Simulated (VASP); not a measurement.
Wanted: the native input for a VASP 6.6.1 run.

```
Task                   : electric field gradients
Functional             : PBE
Potentials or basis    : VASP PAW PBE potentials, release 64 (Re)
Cutoff                 : 520 eV
k mesh                 : 15 × 15 × 15
Occupations            : fermi-dirac, width 0.05 eV
Spin                   : no spin polarisation
Dipole correction      : no
Further INCAR settings : ALGO = Normal; EDIFF = 1e-08; NBANDS = 18
```

The structure of Re lies in POSCAR:

```
Re
1.0
    1.3792946123      0.7963361157      6.6762045496
   -1.3792946123      0.7963361157      6.6762045496
    0.0000000000     -1.5926722314      6.6762045496
Re
3
Direct
    0.0000000000      0.0000000000      0.0000000000
    0.2221738800      0.2221738800      0.2221738800
    0.7778261200      0.7778261200      0.7778261200
```

These files were run (other wordings do the same):

INCAR

```
SYSTEM = Re
  PREC = Accurate
  ENCUT = 520
  EDIFF = 1E-8
  ISMEAR = -1
  SIGMA = 0.05
  LREAL = .False.
  LASPH = .True.
  NELM = 60
  ALGO = Normal
  ISIF = 2
  LWAVE = .False.
  LCHARG = .False.
  GGA = PE
  LEFG = .True.
  NBANDS = 18
```

KPOINTS

```
regular mesh
0
Gamma
  15 15 15
  0 0 0
```

Potentials or basis: VASP PAW PBE potentials, release 64 (Re).

The run is started by

```bash
$ cat potpaw_PBE.64/Re/POTCAR > POTCAR
$ mpirun -np 1 vasp_std > vasp.out
```

Results of the run:

```
Pressure                                : 7.1 GPa
Largest force                           : 0.025 eV/Å
Band gap on the k mesh                  : zero (an odd number of electrons rules out a gap without spin polarisation)
Largest electric field gradient by atom : Re -81.9, -35.7 (each value once) V/Å²
```

Caveat: the cell stands under pressure; without QUAD_EFG the Cq values of the log hold for a quadrupole moment of 1 mb, not for the nuclei; spin-orbit coupling is left out, which moves the levels of the heavy elements.

Wall time 18 min on 1 thread of Intel(R) Xeon(R) 6975P-C (Granite Rapids), on a shared host, peak memory 0.55 GiB.
